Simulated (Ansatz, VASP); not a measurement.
Cr3BiO4 in VASP and in Ansatz

```xyz
8
Lattice="5.4874 0.0000 0.0000 0.0000 5.4874 0.0000 0.0000 0.0000 5.4874" Properties=species:S:1:pos:R:3 pbc="T T T"
Cr    2.7437    0.0000    0.0000
Cr    0.0000    2.7437    0.0000
Cr    0.0000    0.0000    2.7437
Bi    0.0000    0.0000    0.0000
O     1.2671    1.2671    1.2671
O     1.2671    4.2203    4.2203
O     4.2203    4.2203    1.2671
O     4.2203    1.2671    4.2203
```

Alike in both runs: functional PBE; k mesh 4 × 4 × 4; occupations gaussian, width 0.1 eV; collinear spin.

Ansatz relaxed the structure, and its values are those at the end. VASP's run is a single point on that final structure, the one shown.

|  | VASP | Ansatz |
| --- | --- | --- |
| version | VASP 6.6.1 | Ansatz 0.2.0 |
| potentials or method | VASP PAW PBE potentials, release 64 (Cr_pv, Bi_d, O), cutoff 520 eV | scalar-relativistic, plane waves, PAW |
| valence electrons in the cell | 75 | 81 |

|  | VASP | Ansatz | Ansatz less VASP |
| --- | --- | --- | --- |
| gap on the k mesh at the Fermi level (eV) | none | none | - |
| pressure (GPa) | 0.2 | 0.0 | -0.12 |
| rms of the force components (eV/Å) | 0.018 | 0.000 | -0.0173 |
| net moment per atom (μB) | 1.63 | 1.62 | 0.000 |
| size of the moment on the site where the two differ most (μB) | 3.84 | 3.49 | -0.346 |

Site moments also hang on the region over which each program counts them. A gap of «none» marks a metal or a gap that the smearing closes. VASP's potentials hold 75 valence electrons a cell and Ansatz's 81, so a difference there can come from the potentials and not from the codes.

Neither program's run includes spin-orbit coupling.
